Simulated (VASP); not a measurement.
# W (Im-3m) in VASP: further runs, part 3 of 3

VASP 6.6.1. The steps go on from the part before.

### 5 Single point, PBE

INCAR reads:

```
SYSTEM = W
PREC = Accurate
ENCUT = 520
EDIFF = 1E-7
ISMEAR = 0
SIGMA = 0.3
LREAL = .False.
LASPH = .True.
NELM = 60
ALGO = Normal
ISIF = 2
LWAVE = .False.
LCHARG = .False.
GGA = PE
NBANDS = 13
```

KPOINTS reads:

```
regular mesh
0
Gamma
  14 14 14
  0 0 0
```

POSCAR reads:

```
W
1.0
   -1.5921723362      1.5921723362      1.5921723362
    1.5921723362     -1.5921723362      1.5921723362
    1.5921723362      1.5921723362     -1.5921723362
W
1
Direct
    0.0000000000      0.0000000000      0.0000000000
```

Potentials or basis: VASP PAW PBE potentials, release 64 (W_sv).

The run is started by

```
$ cat potpaw_PBE.64/W_sv/POTCAR > POTCAR
$ mpirun -np 1 vasp_std > vasp.out
```

OUTCAR:

```text
SYSTEM = W
   PREC = Accurate
   ENCUT = 520
   EDIFF = 1E-7
   ISMEAR = 0
   LREAL = .False.
   LASPH = .True.
   NELM = 60
   ISIF = 2
   GGA = PE

 ion  position               nearest neighbor table
   1  0.000  0.000  0.000-

  LATTYP: Found a body centered cubic cell.
 ALAT       =     3.1843446724

  Lattice vectors:

 A1 = (  -1.5921723362,   1.5921723362,   1.5921723362)
 A2 = (   1.5921723362,  -1.5921723362,   1.5921723362)
 A3 = (   1.5921723362,   1.5921723362,  -1.5921723362)

Analysis of symmetry for initial positions (statically):
=====================================================================
 Subroutine PRICEL returns:
 Original cell was already a primitive cell.

 Routine SETGRP: Setting up the symmetry group for a
 body centered cubic supercell.

 Subroutine GETGRP returns: Found 48 space group operations
 (whereof 48 operations were pure point group operations)
 out of a pool of 48 trial point group operations.

The static configuration has the point symmetry O_h .

Analysis of symmetry for dynamics (positions and initial velocities):
=====================================================================
 Subroutine PRICEL returns:
 Original cell was already a primitive cell.

 Routine SETGRP: Setting up the symmetry group for a
 body centered cubic supercell.

 Subroutine GETGRP returns: Found 48 space group operations
 (whereof 48 operations were pure point group operations)
 out of a pool of 48 trial point group operations.

The dynamic configuration has the point symmetry O_h .

 Subroutine INISYM returns: Found 48 space group operations
 (whereof 48 operations are pure point group operations),
 and found     1 'primitive' translations

----------------------------------------------------------------------------------------

[... 114 lines left out ...]
   LORBIT       =      0    0 simple, 1 ext, 2 COOP (PROOUT), +10 PAW based schemes
   GGA     = PE    functional components
   LHFCALC =     F    Hartree Fock is set to
   AEXX    =    0.0000 exact exchange contribution
   IVDW    =     0    specifies the selected vdW correction
   LEPSILON=     F    determine dielectric tensor
   LRPA    =     F    only Hartree local field effects (RPA)
 non-spin polarized calculation
 Gauss-broadening in eV      SIGMA  =   0.30
  energy-cutoff  :      520.00
  volume of cell :       16.14
 maximum number of plane-waves:       466
 NGX is ok and might be reduce to    24
   NGX = 11   NGY = 11   NGZ = 11

 number of electron      14.0000002 magnetization

 Free energy of the ion-electron system (eV)
  ---------------------------------------------------
  ext. energy  EPLUGINS =         0.00000000
  ---------------------------------------------------
  free energy    TOTEN  =       -12.96106842 eV

  energy without entropy =      -12.93652861  energy(sigma->0) =      -12.94879851

 E-fermi :  11.2237     XC(G=0): -13.5376

 val. band max:       11.1947434702   @ k =   0.5000   0.5000   0.2143
 cond. band min:      11.2715880837   @ k =  -0.4286   0.5000   0.2857
 fundamental gap:      0.0768446134
 Fermi energy:        11.2236729148

 k-point     1 :       0.0000    0.0000    0.0000
  band No.  band energies     occupation
      1     -63.0293      2.00000
      2     -26.6175      2.00000
      3     -26.6175      2.00000
      4     -26.6175      2.00000
      5       1.6447      2.00000
      6       9.9803      2.00000
      7       9.9803      2.00000
      8       9.9803      2.00000
      9      13.3978      0.00000
     10      13.3978      0.00000
     11      25.6555      0.00000
     12      25.6555      0.00000
     13      25.6555      0.00000
[... 354 lines left out ...]
  band No.  band energies     occupation
      1     -62.8910      2.00000
      2     -27.5488      2.00000
      3     -27.3640      2.00000
      4     -26.7696      2.00000
      5       6.8206      2.00000
      6       8.2305      2.00000
      7       8.9123      2.00000
      8      13.6128      0.00000
      9      14.1924      0.00000
     10      19.3268      0.00000
     11      21.1710      0.00000
     12      23.2029      0.00000
     13      28.0916      0.00000

 [... further k-points ...]

------------------------ aborting loop because EDIFF is reached ----------------------------------------

  FORCE on cell =-STRESS in cart. coord.  units (eV):
  Direction    XX          YY          ZZ          XY          YZ          ZX
  --------------------------------------------------------------------------------------
  -------------------------------------------------------------------------------------
  Total        0.0455865      0.0455865      0.0455865     -0.0000000      0.0000000     -0.0000000
  in kB        4.5239368      4.5239368      4.5239368     -0.0000000      0.0000000     -0.0000000
  external PRESSURE =       4.5239368 kB  Pullay stress =       0.0000000 kB

 VOLUME and BASIS-vectors are now :
 -----------------------------------------------------------------------------
  energy-cutoff  :      520.00
  volume of cell :       16.14
      direct lattice vectors                 reciprocal lattice vectors
    -1.592172336  1.592172336  1.592172336     0.000000000  0.314036357  0.314036357
     1.592172336 -1.592172336  1.592172336     0.314036357  0.000000000  0.314036357
     1.592172336  1.592172336 -1.592172336     0.314036357  0.314036357  0.000000000

 POSITION                                       TOTAL-FORCE (eV/Angst)
 -----------------------------------------------------------------------------------
      0.00000      0.00000      0.00000         0.000000      0.000000     -0.000000
 -----------------------------------------------------------------------------------
    total drift:                                0.000000      0.000000      0.000000

  FREE ENERGIE OF THE ION-ELECTRON SYSTEM (eV)
  ---------------------------------------------------
  free  energy   TOTEN  =       -12.9610684151 eV

  energy  without entropy=      -12.9365286145  energy(sigma->0) =      -12.94879851
```

OSZICAR:

```text
N       E                     dE             d eps       ncg     rms          rms(c)
DAV:   1     0.846398549847E+02    0.84640E+02   -0.76201E+03  2720   0.124E+03
DAV:   2    -0.119227304962E+02   -0.96563E+02   -0.92769E+02  3104   0.317E+02
DAV:   3    -0.135882142321E+02   -0.16655E+01   -0.16610E+01  2924   0.401E+01
DAV:   4    -0.135948683948E+02   -0.66542E-02   -0.66540E-02  3019   0.283E+00
DAV:   5    -0.135949246159E+02   -0.56221E-04   -0.56221E-04  2944   0.245E-01    0.202E+01
DAV:   6    -0.130945742742E+02    0.50035E+00   -0.42409E-01  2799   0.869E+00    0.798E+00
DAV:   7    -0.129650960888E+02    0.12948E+00   -0.22088E-01  2979   0.595E+00    0.685E-01
DAV:   8    -0.129611062306E+02    0.39899E-02   -0.43527E-03  2764   0.857E-01    0.816E-02
DAV:   9    -0.129610746413E+02    0.31589E-04   -0.10955E-04  3059   0.130E-01    0.441E-02
DAV:  10    -0.129610679930E+02    0.66484E-05   -0.14619E-05  2889   0.527E-02    0.500E-03
DAV:  11    -0.129610686157E+02   -0.62276E-06   -0.29763E-07  2738   0.652E-03    0.523E-04
DAV:  12    -0.129610684181E+02    0.19762E-06   -0.54307E-09  1587   0.970E-04    0.628E-05
DAV:  13    -0.129610684151E+02    0.29509E-08   -0.54660E-10  1387   0.308E-04
   1 F= -.12961068E+02 E0= -.12948799E+02  d E =-.245398E-01
```

Run time: 51 s. Hardware: 1 thread of AMD EPYC 7R13, shared host; peak memory 0.12 GiB.

Results:

| Property | Result |
| --- | --- |
| Free energy | -12.9611 eV |
| Pressure | 0.5 GPa |
| Band gap on the k mesh | zero (band 7 reaches 16.21 eV, above the bottom of band 8 at 9.98 eV) |

Levels at points of the mesh, in eV from the Fermi level:
| k point | band 3 | band 4 | band 5 | band 6 | band 7 | band 8 | band 9 | band 10 | band 11 | band 12 |
| --- | --- | --- | --- | --- | --- | --- | --- | --- | --- | --- |
| (0.00, 0.00, 0.00) | -37.84 | -37.84 | -9.58 | -1.24 | -1.24 | -1.24 | 2.17 | 2.17 | 14.43 | 14.43 |
| (0.50, 0.00, 0.00) | -38.24 | -37.85 | -6.20 | -3.53 | 0.57 | 2.06 | 3.01 | 5.94 | 10.74 | 11.40 |
| (0.50, 0.50, 0.50) | -38.69 | -38.69 | -5.73 | -5.73 | 4.99 | 4.99 | 4.99 | 8.06 | 8.06 | 8.06 |

Caveat: spin-orbit coupling is left out, which moves the levels of the heavy elements.

### 6 Single point, PBE

INCAR reads:

```
PREC = Accurate
ENCUT = 520
EDIFF = 1E-7
ISMEAR = 0
SIGMA = 0.6
LREAL = False
LASPH = True
NELM = 100
ALGO = Normal
ISIF = 2
LWAVE = False
LCHARG = False
GGA = PE
NBANDS = 13
```

KPOINTS reads:

```
Automatic mesh
0
Gamma
  14 14 14
```

POSCAR is that of step 5.

Potentials or basis: VASP PAW PBE potentials, release 64 (W_sv).

The run is started by

```
$ cat potpaw_PBE.64/W_sv/POTCAR > POTCAR
$ mpirun -np 1 vasp_std > vasp.out
```

OUTCAR:

```text
PREC = Accurate
   ENCUT = 520
   EDIFF = 1E-7
   ISMEAR = 0
   LREAL = False
   LASPH = True
   NELM = 100
   ISIF = 2
   GGA = PE

 ion  position               nearest neighbor table
   1  0.000  0.000  0.000-

  LATTYP: Found a body centered cubic cell.
 ALAT       =     3.1843446724

  Lattice vectors:

 A1 = (  -1.5921723362,   1.5921723362,   1.5921723362)
 A2 = (   1.5921723362,  -1.5921723362,   1.5921723362)
 A3 = (   1.5921723362,   1.5921723362,  -1.5921723362)

Analysis of symmetry for initial positions (statically):
=====================================================================
 Subroutine PRICEL returns:
 Original cell was already a primitive cell.

 Routine SETGRP: Setting up the symmetry group for a
 body centered cubic supercell.

 Subroutine GETGRP returns: Found 48 space group operations
 (whereof 48 operations were pure point group operations)
 out of a pool of 48 trial point group operations.

The static configuration has the point symmetry O_h .

Analysis of symmetry for dynamics (positions and initial velocities):
=====================================================================
 Subroutine PRICEL returns:
 Original cell was already a primitive cell.

 Routine SETGRP: Setting up the symmetry group for a
 body centered cubic supercell.

 Subroutine GETGRP returns: Found 48 space group operations
 (whereof 48 operations were pure point group operations)
 out of a pool of 48 trial point group operations.

The dynamic configuration has the point symmetry O_h .

 Subroutine INISYM returns: Found 48 space group operations
 (whereof 48 operations are pure point group operations),
 and found     1 'primitive' translations

----------------------------------------------------------------------------------------

                                     Primitive cell

  volume of cell :      16.1447

[... 111 lines left out ...]
   GGA     = PE    functional components
   LHFCALC =     F    Hartree Fock is set to
   AEXX    =    0.0000 exact exchange contribution
   IVDW    =     0    specifies the selected vdW correction
   LEPSILON=     F    determine dielectric tensor
   LRPA    =     F    only Hartree local field effects (RPA)
 non-spin polarized calculation
 Gauss-broadening in eV      SIGMA  =   0.60
  energy-cutoff  :      520.00
  volume of cell :       16.14
 maximum number of plane-waves:       466
 NGX is ok and might be reduce to    24
   NGX = 11   NGY = 11   NGZ = 11

 number of electron      14.0000002 magnetization

 Free energy of the ion-electron system (eV)
  ---------------------------------------------------
  ext. energy  EPLUGINS =         0.00000000
  ---------------------------------------------------
  free energy    TOTEN  =       -12.99581959 eV

  energy without entropy =      -12.90487352  energy(sigma->0) =      -12.95034656

 E-fermi :  11.1501     XC(G=0): -13.5361

 val. band max:       11.1171697021   @ k =   0.4286   0.0000   0.0000
 cond. band min:      11.1667758009   @ k =  -0.2857   0.2857   0.2857
 fundamental gap:      0.0496060987
 Fermi energy:        11.1501145664

 k-point     1 :       0.0000    0.0000    0.0000
  band No.  band energies     occupation
      1     -63.0173      2.00000
      2     -26.6068      2.00000
      3     -26.6068      2.00000
      4     -26.6068      2.00000
      5       1.6443      2.00000
      6       9.9854      1.99395
      7       9.9854      1.99395
      8       9.9854      1.99395
      9      13.4027      0.00000
     10      13.4027      0.00000
     11      25.6544      0.00000
     12      25.6544      0.00000
     13      25.6544      0.00000
[... 354 lines left out ...]
  band No.  band energies     occupation
      1     -62.8789      2.00000
      2     -27.5387      2.00000
      3     -27.3538      2.00000
      4     -26.7590      2.00000
      5       6.8234      2.00000
      6       8.2331      2.00000
      7       8.9144      2.00000
      8      13.6183      0.00000
      9      14.1982      0.00000
     10      19.3296      0.00000
     11      21.1758      0.00000
     12      23.2069      0.00000
     13      28.0924      0.00000

 [... further k-points ...]

------------------------ aborting loop because EDIFF is reached ----------------------------------------

  FORCE on cell =-STRESS in cart. coord.  units (eV):
  Direction    XX          YY          ZZ          XY          YZ          ZX
  --------------------------------------------------------------------------------------
  -------------------------------------------------------------------------------------
  Total        0.0559154      0.0559154      0.0559154      0.0000000      0.0000000      0.0000000
  in kB        5.5489677      5.5489677      5.5489677      0.0000000      0.0000000      0.0000000
  external PRESSURE =       5.5489677 kB  Pullay stress =       0.0000000 kB

 VOLUME and BASIS-vectors are now :
 -----------------------------------------------------------------------------
  energy-cutoff  :      520.00
  volume of cell :       16.14
      direct lattice vectors                 reciprocal lattice vectors
    -1.592172336  1.592172336  1.592172336     0.000000000  0.314036357  0.314036357
     1.592172336 -1.592172336  1.592172336     0.314036357  0.000000000  0.314036357
     1.592172336  1.592172336 -1.592172336     0.314036357  0.314036357  0.000000000

 POSITION                                       TOTAL-FORCE (eV/Angst)
 -----------------------------------------------------------------------------------
      0.00000      0.00000      0.00000        -0.000000      0.000000     -0.000000
 -----------------------------------------------------------------------------------
    total drift:                                0.000000      0.000000      0.000000

  FREE ENERGIE OF THE ION-ELECTRON SYSTEM (eV)
  ---------------------------------------------------
  free  energy   TOTEN  =       -12.9958195900 eV

  energy  without entropy=      -12.9048735245  energy(sigma->0) =      -12.95034656
```

OSZICAR:

```text
N       E                     dE             d eps       ncg     rms          rms(c)
DAV:   1     0.846046215046E+02    0.84605E+02   -0.76201E+03  2720   0.124E+03
DAV:   2    -0.119517732867E+02   -0.96556E+02   -0.92747E+02  3104   0.317E+02
DAV:   3    -0.136166271333E+02   -0.16649E+01   -0.16604E+01  2924   0.401E+01
DAV:   4    -0.136232797092E+02   -0.66526E-02   -0.66524E-02  3019   0.283E+00
DAV:   5    -0.136233359291E+02   -0.56220E-04   -0.56218E-04  2944   0.245E-01    0.202E+01
DAV:   6    -0.131267059073E+02    0.49663E+00   -0.42234E-01  2804   0.866E+00    0.798E+00
DAV:   7    -0.129998040089E+02    0.12690E+00   -0.21652E-01  2984   0.588E+00    0.657E-01
DAV:   8    -0.129958351723E+02    0.39688E-02   -0.42842E-03  2764   0.848E-01    0.721E-02
DAV:   9    -0.129958259964E+02    0.91759E-05   -0.90461E-05  3059   0.118E-01    0.460E-02
DAV:  10    -0.129958192058E+02    0.67907E-05   -0.14195E-05  2904   0.522E-02    0.531E-03
DAV:  11    -0.129958197863E+02   -0.58051E-06   -0.27075E-07  2696   0.619E-03    0.510E-04
DAV:  12    -0.129958195948E+02    0.19144E-06   -0.53608E-09  1557   0.954E-04    0.795E-05
DAV:  13    -0.129958195900E+02    0.48328E-08   -0.56095E-10  1407   0.309E-04
   1 F= -.12995820E+02 E0= -.12950347E+02  d E =-.909461E-01
```

stdout:

```text
POSCAR found type information on POSCAR W
 POSCAR found :  1 types and       1 ions
 scaLAPACK will be used
 LDA part: xc-table for (Slater+PW92), standard interpolation
 POSCAR, INCAR and KPOINTS ok, starting setup
 FFT: planning ... GRIDC
 FFT: planning ... GRID_SOFT
 FFT: planning ... GRID
 WAVECAR not read
 entering main loop
```

Run time: 48 s. Hardware: 1 thread of AMD EPYC 7R13, shared host; peak memory 0.12 GiB.

What came out:

| Item | Value |
| --- | --- |
| Free energy | -12.9958 eV |
| Pressure | 0.6 GPa |
| Band gap on the k mesh | zero (band 7 reaches 16.22 eV, above the bottom of band 8 at 9.99 eV) |

Caveat: spin-orbit coupling is left out, which moves the levels of the heavy elements.

### 7 The runs side by side

```tsv
smearing	gap on the mesh (eV)	pressure (GPa)
gaussian 0.03 eV	none	0.9
gaussian 0.1 eV	none	0.7
gaussian 0.2 eV	none	0.5
gaussian 0.3 eV	none	0.5
gaussian 0.6 eV	none	0.6
```

Alike in all rows: task single point; level PBE; potentials or basis VASP PAW PBE potentials, release 64 (W_sv); no spin polarisation; cell as given; k mesh 14 × 14 × 14; cutoff (eV) 520.

Every run on the cell as given and a fine mesh finds a metal.

Caveats: spin-orbit coupling is left out, which moves the levels of the heavy elements.

Total energies depend on the potentials used, so only differences within one code and one set of settings carry meaning.
